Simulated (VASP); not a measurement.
# CdO3 (P4/nmm) in VASP: single point with PBE

Aim: the single point of CdO3 with PBE.

All numbers are computed with VASP 6.6.1; they aren't measurements. Logs are shortened: lines on timing, memory, paths and dates and some standing lists are left out, and cuts for length are marked.

**1. The cell of the first run**

The structure is tetragonal, space group P4/nmm (No. 129). Conventional cell: a = 3.282 Å, b = 3.282 Å, c = 10.889 Å, α = 90.00°, β = 90.00°, γ = 90.00°. Cd (site symmetry 4mm) has 5 O at 2.32 to 2.42 Å within 3.1 Å. O (site symmetry 4mm) has 1 O at 1.22 Å within 1.6 Å. Within 1.6 Å of O (site symmetry 4mm) lie 1 O at 1.22 Å. O (site symmetry 4mm) has 5 Cd at 2.32 to 2.42 Å within 3.1 Å.

**2. Single point, PBE**

Contents of INCAR:

```
PREC = Accurate
ENCUT = 700
EDIFF = 1E-6
ISMEAR = 0
SIGMA = 0.01
LREAL = F
LASPH = T
NELM = 120
ALGO = Normal
ISIF = 2
LWAVE = F
LCHARG = T
GGA = PE
LELF = T
LVHAR = T
NBANDS = 48
GGA_COMPAT = F
```

Contents of KPOINTS:

```
Automatic mesh
0
Gamma
  12 12 4
```

Contents of POSCAR:

```
CdO3
1.0
    3.2816101582      0.0000000000      0.0000000000
    0.0000000000      3.2816101582      0.0000000000
    0.0000000000      0.0000000000     10.8890577789
Cd O
2 6
Direct
    0.0000000000      0.5000000000      0.8876461591
    0.5000000000      0.0000000000      0.1123538409
    0.5000000000      0.0000000000      0.4442253730
    0.5000000000      0.0000000000      0.5558724230
    0.0000000000      0.5000000000      0.5557746270
    0.0000000000      0.5000000000      0.4441275770
    0.5000000000      0.0000000000      0.8898709419
    0.0000000000      0.5000000000      0.1101290581
```

Potentials or basis: VASP PAW PBE potentials, release 64 (Cd_sv_GW, O).

Launch:

```
$ cat potpaw_PBE.64/Cd_sv_GW/POTCAR potpaw_PBE.64/O/POTCAR > POTCAR
$ mpirun -np 1 vasp_std > vasp.out
```

OUTCAR:

```text
PREC = Accurate
   ENCUT = 700
   EDIFF = 1E-6
   ISMEAR = 0
   LREAL = F
   LASPH = T
   NELM = 120
   ISIF = 2
   GGA = PE

 ion  position               nearest neighbor table
   1  0.000  0.500  0.888-
   2  0.500  0.000  0.112-
   3  0.500  0.000  0.444-   4 1.22
   4  0.500  0.000  0.556-   3 1.22
   5  0.000  0.500  0.556-   6 1.22
   6  0.000  0.500  0.444-   5 1.22
   7  0.500  0.000  0.890-
   8  0.000  0.500  0.110-

  LATTYP: Found a simple tetragonal cell.
 ALAT       =     3.2816101582
 C/A-ratio  =     3.3182057752

  Lattice vectors:

 A1 = (   3.2816101582,   0.0000000000,   0.0000000000)
 A2 = (   0.0000000000,   3.2816101582,   0.0000000000)
 A3 = (   0.0000000000,   0.0000000000,  10.8890577789)

Analysis of symmetry for initial positions (statically):
=====================================================================
 Subroutine PRICEL returns:
 Original cell was already a primitive cell.

 Routine SETGRP: Setting up the symmetry group for a
 simple tetragonal supercell.

 Subroutine GETGRP returns: Found 16 space group operations
 (whereof  8 operations were pure point group operations)
 out of a pool of 16 trial point group operations.

The static configuration has the point symmetry D_2d.
 The point group associated with its full space group is D_4h.

Analysis of symmetry for dynamics (positions and initial velocities):
=====================================================================
 Subroutine PRICEL returns:
 Original cell was already a primitive cell.

 Routine SETGRP: Setting up the symmetry group for a
 simple tetragonal supercell.

 Subroutine GETGRP returns: Found 16 space group operations
 (whereof  8 operations were pure point group operations)
 out of a pool of 16 trial point group operations.

The dynamic configuration has the point symmetry D_2d.
 The point group associated with its full space group is D_4h.

 Subroutine INISYM returns: Found 16 space group operations
 (whereof  8 operations are pure point group operations),
 and found     1 'primitive' translations

----------------------------------------------------------------------------------------

                                     Primitive cell

  volume of cell :     117.2639

  direct lattice vectors                    reciprocal lattice vectors
     3.281610158  0.000000000  0.000000000     0.304728457  0.000000000  0.000000000
     0.000000000  3.281610158  0.000000000     0.000000000  0.304728457  0.000000000
     0.000000000  0.000000000 10.889057779     0.000000000  0.000000000  0.091835310

  length of vectors
     3.281610158  3.281610158 10.889057779     0.304728457  0.304728457  0.091835310

  position of ions in fractional coordinates (direct lattice)
     0.000000000  0.500000000  0.887646159
     0.500000000  0.000000000  0.112353841
     0.500000000  0.000000000  0.444225373
     0.500000000  0.000000000  0.555872423
     0.000000000  0.500000000  0.555774627
     0.000000000  0.500000000  0.444127577
     0.500000000  0.000000000  0.889870942
     0.000000000  0.500000000  0.110129058

  ion indices of the primitive-cell ions
   primitive index   ion index
                 1           1
                 2           2
                 3           3
                 4           4
                 5           5
                 6           6
                 7           7
                 8           8

----------------------------------------------------------------------------------------

 KPOINTS: Automatic mesh

Automatic generation of k-mesh.
 Grid dimensions read from file:
 generate k-points for:   12   12    4

 Generating k-lattice:

  Cartesian coordinates                     Fractional coordinates (reciprocal lattice)
     0.025394038  0.000000000  0.000000000     0.083333333  0.000000000  0.000000000
     0.000000000  0.025394038  0.000000000     0.000000000  0.083333333  0.000000000
     0.000000000  0.000000000  0.022958828     0.000000000  0.000000000  0.250000000

  Length of vectors
     0.025394038  0.025394038  0.022958828

  Shift w.r.t. Gamma in fractional coordinates (k-lattice)
     0.000000000  0.000000000  0.000000000

 Subroutine IBZKPT returns following result:
 ===========================================

 Found     84 irreducible k-points:

 Following reciprocal coordinates:
            Coordinates               Weight
  0.000000  0.000000  0.000000      1.000000
  0.083333  0.000000  0.000000      4.000000
  0.166667  0.000000  0.000000      4.000000
  0.250000  0.000000  0.000000      4.000000
  0.333333  0.000000  0.000000      4.000000
  0.416667  0.000000  0.000000      4.000000
[... 16 lines left out ...]
  0.333333  0.333333  0.000000      4.000000
  0.416667  0.333333  0.000000      8.000000
 [... further k-points ...]
   k-points           NKPTS =     84   k-points in BZ     NKDIM =     84   number of bands    NBANDS=     48
   number of dos      NEDOS =    301   number of ions     NIONS =      8
   total plane-waves  NPLWV =  75264
   dimension x,y,z NGX =    28 NGY =   28 NGZ =   96
   dimension x,y,z NGXF=    56 NGYF=   56 NGZF=  192
   ions per type =               2   6
   NGX,Y,Z   is equivalent  to a cutoff of  14.18, 14.18, 14.66 a.u.
   NGXF,Y,Z  is equivalent  to a cutoff of  28.37, 28.37, 29.31 a.u.
 SYSTEM =  unknown system
   PREC   = accura    normal or accurate (medium, high low for compatibility)
   ISTART =      0    job   : 0-new  1-cont  2-samecut
   ICHARG =      2    charge: 1-file 2-atom 10-const
   ISPIN  =      1    spin polarized calculation?
   LNONCOLLINEAR =      F non collinear calculations
   LSORBIT =      F    spin-orbit coupling
   LASPH  =      T    aspherical Exc in radial PAW
   ENCUT  =  700.0 eV  51.45 Ry    7.17 a.u.   7.08  7.08 23.49*2*pi/ulx,y,z
   NELM   =    120;   NELMIN=  2; NELMDL= -5     # of ELM steps
   EDIFF  = 0.1E-05   stopping-criterion for ELM
   LREAL  =      F    real-space projection
   EDIFFG = 0.1E-04   stopping-criterion for IOM
   NSW    =      0    number of steps for IOM
   IBRION =     -1    ionic relax: 0-MD 1-quasi-New 2-CG
   NFREE  =      0    steps in history (QN), initial steepest desc. (CG)
   ISIF   =      2    stress and relaxation
   ISYM   =      2    0-nonsym 1-usesym 2-fastsym
   POTIM  = 0.5000    time-step for ionic-motion
   TEBEG  =    0.0;   TEEND  =   0.0 temperature during run
   PSTRESS=    0.0 pullay stress
   NELECT =      76.0000    total number of electrons
   NUPDOWN=      -1.0000    fix difference up-down
   EMIN   =  10.00;   EMAX   =-10.00  energy-range for DOS
   EFERMI =   0.00;   METHOD = LEGACY
   ISMEAR =     0;   SIGMA  =   0.01  broadening in eV -4-tet -1-fermi 0-gaus
   EFERMI_NEDOS =   21; number of points for ismear=-14 and -15
   IALGO  =     38    algorithm
   IMIX   =      4    mixing-type and parameters
     AMIX     =   0.40;   BMIX     =  1.00
     AMIX_MAG =   1.60;   BMIX_MAG =  1.00
  volume/ion in A,a.u.               =      14.66        98.92
  Fermi-wavevector in a.u.,A,eV,Ry     =   1.416744  2.677257 27.309104  2.007163
  Thomas-Fermi vector in A             =   2.538046
   LORBIT       =      0    0 simple, 1 ext, 2 COOP (PROOUT), +10 PAW based schemes
   GGA     = PE    functional components
   LHFCALC =     F    Hartree Fock is set to
   AEXX    =    0.0000 exact exchange contribution
   IVDW    =     0    specifies the selected vdW correction
   LEPSILON=     F    determine dielectric tensor
   LRPA    =     F    only Hartree local field effects (RPA)
 non-spin polarized calculation
 Gauss-broadening in eV      SIGMA  =   0.01
  energy-cutoff  :      700.00
  volume of cell :      117.26
 maximum number of plane-waves:      4956
   NGX = 15   NGY = 15   NGZ = 47

 number of electron      76.0000023 magnetization

 Free energy of the ion-electron system (eV)
  ---------------------------------------------------
  ext. energy  EPLUGINS =         0.00000000
  ---------------------------------------------------
  free energy    TOTEN  =       -34.44692592 eV

  energy without entropy =      -34.44650558  energy(sigma->0) =      -34.44671575

 E-fermi :   1.6100     XC(G=0):  -9.4786

 val. band max:        1.5766317078   @ k =   0.5000   0.0000   0.0000
 cond. band min:       1.6116159580   @ k =   0.4167   0.0000   0.5000
 fundamental gap:      0.0349842502
 Fermi energy:         1.6099516729

 k-point     1 :       0.0000    0.0000    0.0000
  band No.  band energies     occupation
      1     -99.1604      2.00000
      2     -99.1599      2.00000
      3     -60.3110      2.00000
      4     -60.3044      2.00000
      5     -60.2000      2.00000
      6     -60.2000      2.00000
[... 40 lines left out ...]
     47      12.3928      0.00000
     48      12.7587      0.00000

 k-point     2 :       0.0833    0.0000    0.0000
  band No.  band energies     occupation
      1     -99.1604      2.00000
      2     -99.1599      2.00000
      3     -60.3108      2.00000
      4     -60.3045      2.00000
      5     -60.2006      2.00000
      6     -60.1999      2.00000
[... 40 lines left out ...]
     47      12.4586      0.00000
     48      12.8189      0.00000

 k-point     3 :       0.1667    0.0000    0.0000
  band No.  band energies     occupation
      1     -99.1603      2.00000
      2     -99.1598      2.00000
      3     -60.3104      2.00000
      4     -60.3047      2.00000
      5     -60.2024      2.00000
      6     -60.2003      2.00000
[... 40 lines left out ...]
     47      12.1040      0.00000
     48      12.5165      0.00000

 k-point     4 :       0.2500    0.0000    0.0000
  band No.  band energies     occupation
      1     -99.1601      2.00000
      2     -99.1598      2.00000
      3     -60.3097      2.00000
      4     -60.3050      2.00000
      5     -60.2047      2.00000
      6     -60.2030      2.00000
[... 958 lines left out ...]
     47      10.8286      0.00000
     48      10.8286      0.00000

 k-point    23 :       0.3333    0.3333    0.0000
  band No.  band energies     occupation
      1     -99.1596      2.00000
      2     -99.1595      2.00000
      3     -60.3075      2.00000
      4     -60.3059      2.00000
      5     -60.2072      2.00000
      6     -60.2067      2.00000
[... 40 lines left out ...]
     47      11.1760      0.00000
     48      11.4701      0.00000

 k-point    24 :       0.4167    0.3333    0.0000
  band No.  band energies     occupation
      1     -99.1595      2.00000
      2     -99.1595      2.00000
      3     -60.3070      2.00000
      4     -60.3061      2.00000
      5     -60.2084      2.00000
      6     -60.2081      2.00000
[... 40 lines left out ...]
     47      11.1134      0.00000
     48      11.3644      0.00000

 [... further k-points ...]
[... 5 lines left out ...]
  --------------------------------------------------------------------------------------
  -------------------------------------------------------------------------------------
  Total       -0.1831574     -0.1831574      2.6037887      0.0000000     -0.0000000      0.0000000
  in kB       -2.5024815     -2.5024815     35.5755842      0.0000000     -0.0000000      0.0000000
  external PRESSURE =      10.1902071 kB  Pullay stress =       0.0000000 kB

 VOLUME and BASIS-vectors are now :
 -----------------------------------------------------------------------------
  energy-cutoff  :      700.00
  volume of cell :      117.26
      direct lattice vectors                 reciprocal lattice vectors
     3.281610158  0.000000000  0.000000000     0.304728457  0.000000000  0.000000000
     0.000000000  3.281610158  0.000000000     0.000000000  0.304728457  0.000000000
     0.000000000  0.000000000 10.889057779     0.000000000  0.000000000  0.091835310

 POSITION                                       TOTAL-FORCE (eV/Angst)
 -----------------------------------------------------------------------------------
      0.00000      1.64081      9.66563         0.000000      0.000000     -0.013273
      1.64081      0.00000      1.22343        -0.000000      0.000000      0.013273
      1.64081      0.00000      4.83720        -0.000000      0.000000     -1.178587
      1.64081      0.00000      6.05293         0.000000      0.000000      1.177649
      0.00000      1.64081      6.05186        -0.000000      0.000000      1.178587
      0.00000      1.64081      4.83613        -0.000000      0.000000     -1.177649
      1.64081      0.00000      9.68986        -0.000000     -0.000000      0.004592
      0.00000      1.64081      1.19920        -0.000000      0.000000     -0.004592
 -----------------------------------------------------------------------------------
    total drift:                                0.000000      0.000000      0.000000

  FREE ENERGIE OF THE ION-ELECTRON SYSTEM (eV)
  ---------------------------------------------------
  free  energy   TOTEN  =       -34.4469259250 eV

  energy  without entropy=      -34.4465055769  energy(sigma->0) =      -34.44671575
```

Wall time 9.4 min (1 thread of AMD EPYC 9R45 (Zen 5), shared host); peak memory 0.68 GiB.

Results:

- Free energy: -34.4469 eV
- Pressure: 1.0 GPa
- Largest force: 1.179 eV/Å
- Band gap on the k mesh: zero (filled and empty bands touch)

Forces in eV/Å, atoms in the order of the input:
```
Cd   0.000  0.000 -0.013
Cd   0.000  0.000  0.013
O    0.000  0.000 -1.179
O    0.000  0.000  1.178
O    0.000  0.000  1.179
O    0.000  0.000 -1.178
O    0.000  0.000  0.005
O    0.000  0.000 -0.005
```

Stress tensor (GPa, compression positive):
```
-0.25  0.00  0.00
 0.00 -0.25  0.00
 0.00  0.00  3.56
```

Caveat: the standard files for N, O and F lose accuracy on very short bonds; semilocal functionals underestimate gaps, and a narrow one can read as zero; forces of over 1 eV/Å act on the atoms, so gaps and moduli don't describe the material at rest.

The gap in the log of VASP goes by the Fermi energy; the results here count the filled bands.